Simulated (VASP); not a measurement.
ZnO (wurtzite type):

```xyz
4
Lattice="3.1589 0.0000 0.0000 -1.5794 2.7356 0.0000 0.0000 0.0000 5.1489" Properties=species:S:1:pos:R:3 pbc="T T T"
Zn    0.0000    1.8238    0.0000
Zn    1.5794    0.9119    2.5745
O     0.0000    1.8238    1.9360
O     1.5794    0.9119    4.5105
```

```yaml
Program: VASP 6.6.1
Task: relaxation of cell and atoms
Functional: PBE
Potentials_or_basis: VASP PAW PBE potentials, release 64 (Zn, O)
Cutoff: 600 eV
k_mesh: 12 × 12 × 7
Occupations: fermi-dirac, width 0.08 eV
Spin: no spin polarisation
```

At the start: pressure 17.9 GPa; volume 11.12 Å³/atom.

**Question.** Where does the relaxation end?

**Answer.** Over 10 steps the energy falls by 64.6 meV/atom and the volume is 12.40 Å³/atom (+11.5 %); space group P6_3mc (No. 186, to 0.1 Å) before and after.

The path:
```csv
step,energy change (eV),largest force (eV/Å),pressure (GPa),volume (Å³)
1,0.0000,0.0008,17.86,44.49
2,-0.1774,0.0416,-7.16,52.97
3,-0.2576,0.0330,-0.03,49.61
4,-0.2575,0.0325,0.31,49.50
5,-0.2578,0.0292,0.22,49.51
6,-0.2584,0.0164,0.25,49.52
7,-0.2585,0.0114,0.15,49.52
8,-0.2585,0.0100,-0.13,49.67
9,-0.2586,0.0030,-0.04,49.62
10,-0.2586,0.0001,0.01,49.60
```

Final structure:
```xyz
4
Lattice="3.2861 0.0000 0.0000 -1.6431 2.8459 0.0000 0.0000 0.0000 5.3038" Properties=species:S:1:pos:R:3 pbc="T T T"
Zn    0.0000    1.8973    5.2957
Zn    1.6431    0.9486    2.6438
O     0.0000    1.8973    2.0023
O     1.6431    0.9486    4.6542
```
